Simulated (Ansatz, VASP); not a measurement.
# Two plane-wave programs on Sn

```
CELL_PARAMETERS angstrom
-2.94828 2.95040 1.58882
2.95040 -2.94828 1.58882
2.94605 2.94605 -1.58493
ATOMIC_POSITIONS crystal
Sn 0.00003 0.99997 0.00000
Sn 0.74997 0.25003 0.50000
```

Alike in both runs: task single point; functional r2SCAN; k mesh 4 × 4 × 3; occupations fermi-dirac, width 0.1 eV; no spin polarisation.

|  | VASP | Ansatz |
| --- | --- | --- |
| version | VASP 6.6.1 | Ansatz 0.2.0 |
| potentials or method | VASP PAW PBE potentials, release 64 (Sn_d), cutoff 520 eV | plane waves (500 eV) with PAW, scalar-relativistic |
| valence electrons in the cell | 28 | 28 |

|  | VASP | Ansatz | Ansatz less VASP |
| --- | --- | --- | --- |
| pressure (GPa) | 0.4 | 0.4 | +0.01 |
| traceless stress, the component that is largest in VASP (GPa) | 1.81 | 1.83 | +0.014 |

VASP's potentials were made for PBE, not for r2SCAN.

The k mesh is coarse, so the values compare programs but aren't converged.
